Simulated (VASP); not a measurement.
The system is PtSe2.

```
Pt Se
1.0
     0.00000    3.13090    3.13090
     3.13090    0.00000    3.13090
     3.13090    3.13090    0.00000
Pt Se
1 2
Direct
  0.00000 0.00000 0.00000
  0.25000 0.25000 0.25000
  0.75000 0.75000 0.75000
```

Base run:

| Quantity | Value |
| --- | --- |
| Program | VASP 6.6.1 |
| Functional | r2SCAN |
| Potentials or basis | VASP PAW PBE potentials, release 64 (Pt, Se) |
| Cutoff | 520 eV |
| k mesh | 8 × 8 × 8 |
| Occupations | fermi-dirac, width 0.02 eV |
| Spin | no spin polarisation |

Its results: band gap on the k mesh zero (bands 11 and 12 overlap by 0.42 eV); pressure -0.1 GPa.

Question: The run is repeated on the same cell with these changes: functional from r2SCAN to PBE. What comes out?

Answer: Band gap on the k mesh zero (bands 11 and 12 overlap by 0.46 eV); pressure 1.4 GPa.

Caveats: spin-orbit coupling is left out, which moves the levels of the heavy elements; the PAW data sets were made with another functional, which shifts forces and pressure a little (at least some runs).
